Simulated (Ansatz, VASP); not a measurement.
# P: VASP beside Ansatz

```
CELL_PARAMETERS angstrom
2.06158 0.00000 0.00000
-1.03079 1.78538 0.00000
0.00000 0.00000 3.39310
ATOMIC_POSITIONS crystal
P 0.33333 0.66667 0.25000
P 0.66667 0.33333 0.75000
```

Change from the starting cell: volume scaled by 0.43, LAPW.

Alike in both runs: task single point; functional PBE; k mesh 17 × 17 × 10; occupations fermi-dirac, width 0.05 eV; no spin polarisation.

```csv
,VASP,Ansatz
version,VASP 6.6.1,Ansatz 0.2.0
potentials or method,"VASP PAW PBE potentials, release 64 (P), cutoff 520 eV","all-electron LAPW, scalar-relativistic"
```

Ansatz gave:

| Item | Value |
| --- | --- |
| pressure (GPa) | 395.4 |
| traceless stress, the component that is largest in VASP (GPa) | -0.15 |

Q: What did VASP give for the same quantities?

A: Pressure (GPa): 387.5; traceless stress, the component that is largest in VASP (GPa): -0.11.

Both programs put the cell under a high pressure, so it lies far from rest at this level. Ansatz ran all-electron here, and VASP with PAW potentials.

Noted on VASP's run: the cell as given lies far from equilibrium.
